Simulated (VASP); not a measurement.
A run of VASP 6.6.1:

INCAR

```
ALGO = Normal
EDIFF = 1E-7
ENCUT = 520
GGA = PE
ISIF = 2
ISMEAR = 0
LASPH = T
LCHARG = F
LREAL = F
LWAVE = F
NBANDS = 20
NELM = 100
PREC = Accurate
SIGMA = 0.1
```

The input KPOINTS:

```
k-points
0
Gamma
  6 6 1
```

POSCAR

```
KRb2
1.0
    3.3425465000      0.0000000000      0.0000000000
   -1.6712732500      2.8947301800      0.0000000000
    0.0000000000      0.0000000000     16.7816940700
K Rb
1 2
Direct
    0.0000000000      0.0000000000      0.0000000000
    0.3333333300      0.6666666700      0.0997865200
    0.3333333300      0.6666666700      0.9002134800
```

Potentials or basis: VASP PAW PBE potentials, release 64 (K_sv, Rb_sv).

Launch:

```console
$ cat potpaw_PBE.64/K_sv/POTCAR potpaw_PBE.64/Rb_sv/POTCAR > POTCAR
$ mpirun -np 1 vasp_std > vasp.out
```

Hardware: 1 thread of Oxide Virtual Turin-like Processor, on a shared host.

**Question.** How long does it take, and how much memory?

**Answer.** It took 90 s on 1 thread of Oxide Virtual Turin-like Processor, with other jobs on the host, peak memory 0.25 GiB. Counts: scf iterations 20, k points 7.
